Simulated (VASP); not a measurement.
Write the native input for VASP 6.6.1 that does the following.

```
Task                   : single point
Functional             : PBEsol
Potentials or basis    : VASP PAW PBE potentials, release 64 (Au)
Cutoff                 : 520 eV
k mesh                 : 20 × 20 × 20
Occupations            : gaussian, width 0.15 eV
Spin                   : no spin polarisation
Dipole correction      : no
Further INCAR settings : ALGO = Fast; EDIFF = 1e-07; NBANDS = 12
```

The structure of Au lies in POSCAR:

```
Au
1.0
   -1.6324099650      1.6324099650      1.6075509300
    1.6324099650     -1.6324099650      1.6075509300
    1.6324099650      1.6324099650     -1.6075509300
Au
1
Direct
    0.0000000000      0.0000000000      0.0000000000
```

This cell differs from its parent crystal: strain -0.015 along x and y, -0.030 along z.

One way to write it, as run:

INCAR

```
  PREC = Accurate
  ENCUT = 520
  EDIFF = 1E-7
  ISMEAR = 0
  SIGMA = 0.15
  LREAL = F
  LASPH = T
  NELM = 60
  ALGO = Fast
  ISIF = 2
  LWAVE = F
  LCHARG = F
  GGA = PS
  NBANDS = 12
```

KPOINTS

```
Automatic mesh
0
Gamma
  20 20 20
```

Potentials or basis: VASP PAW PBE potentials, release 64 (Au).

Command:

```bash
$ cat potpaw_PBE.64/Au/POTCAR > POTCAR
$ mpirun -np 1 vasp_std > vasp.out
```

It gave:

- Pressure: -1.1 GPa

Caveat: the cell differs from its parent crystal (strain -0.015 along x and y, -0.030 along z); the PAW data sets were made with another functional, which shifts forces and pressure a little.

Wall time 38 s on 1 thread of Intel(R) Xeon(R) 6975P-C (Granite Rapids), with other jobs on the host, peak memory 0.24 GiB.
